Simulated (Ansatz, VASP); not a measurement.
# InSe in VASP and in Ansatz

```
In Se
1.0
     2.00000    1.15470    8.44000
    -2.00000    1.15470    8.44000
     0.00000   -2.30940    8.44000
In Se
2 2
Direct
  0.88860 0.88860 0.88860
  0.00000 0.00000 0.00000
  0.17190 0.17190 0.17190
  0.38350 0.38350 0.38350
```

Alike in both runs: task single point; functional PBE; k mesh 5 × 5 × 5; occupations fermi-dirac, width 0.03 eV; no spin polarisation.

```csv
,VASP,Ansatz
version,VASP 6.6.1,Ansatz 0.2.0
potentials or method,"VASP PAW PBE potentials, release 64 (In_d, Se), cutoff 520 eV","all-electron LAPW, scalar-relativistic"
```

|  | VASP | Ansatz | Ansatz less VASP |
| --- | --- | --- | --- |
| gap on the k mesh at the Fermi level (eV) | 0.96 | 0.97 | +0.009 |
| least direct gap on the mesh (eV) | 0.96 | 0.97 | +0.009 |
| pressure (GPa) | 2.9 | 2.8 | -0.04 |
| traceless stress, the component that is largest in VASP (GPa) | -0.91 | -0.91 | +0.004 |
| rms of the force components (eV/Å) | 0.184 | 0.175 | -0.0087 |

Atom by atom the forces differ by 0.009 eV/Å (rms over components). Ansatz ran all-electron here, and VASP with PAW potentials.
